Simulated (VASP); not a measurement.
Input of a VASP 6.6.1 run:

The input INCAR:

```
PREC = Accurate
ENCUT = 520
EDIFF = 1E-6
ISMEAR = 0
SIGMA = 0.1
LREAL = False
LASPH = True
NELM = 80
ALGO = Normal
ISIF = 2
LWAVE = False
LCHARG = True
GGA = PE
LELF = True
LVHAR = True
NBANDS = 30
```

Contents of KPOINTS:

```
regular mesh
0
Gamma
  3 3 3
```

File POSCAR:

```
CO
1.0
    5.6861797600     -0.0976413100      0.0801277400
   -0.0976413100      5.6021587500     -0.0272489200
    0.0801277400     -0.0272489200      5.6176275700
C O
4 4
Direct
    0.9231499465      0.9667558878      0.9773740011
    0.5580920072      0.0614781249      0.4680692211
    0.4667657072      0.5486552891      0.0244198073
    0.0381149738      0.4733571246      0.5669274732
    0.0795917355      0.0546163869      0.0369272845
    0.4212064315      0.9346419200      0.5507103532
    0.5858522224      0.4151037421      0.9486131018
    0.9227716155      0.5562211484      0.4309728246
```

Potentials or basis: VASP PAW PBE potentials, release 64 (C, O).

Launch:

```sh
$ cat potpaw_PBE.64/C/POTCAR potpaw_PBE.64/O/POTCAR > POTCAR
$ mpirun -np 1 vasp_std > vasp.out
```

Problem. What does it give for the band gap on the k mesh?

Solution. 5.89 eV, indirect (least direct gap 5.89 eV).

Problem. What does it give for the pressure?

Solution. 7.1 GPa.

Problem. Predict the largest force.

Solution. 12.205 eV/Å.

Forces in eV/Å, atoms in the order of the input:
```
C   -10.102  -5.475  -3.981
C     1.088   0.972  -0.649
C    -3.472   3.802   2.108
C     0.614  -0.432   0.653
O    10.152   5.469   3.998
O    -1.124  -1.018   0.656
O     3.424  -3.788  -2.101
O    -0.581   0.470  -0.683
```

Caveat: forces of over 1 eV/Å act on the atoms, so gaps and moduli don't describe the material at rest. Expect the measured gap to be larger: semilocal functionals such as PBE lack the derivative discontinuity.
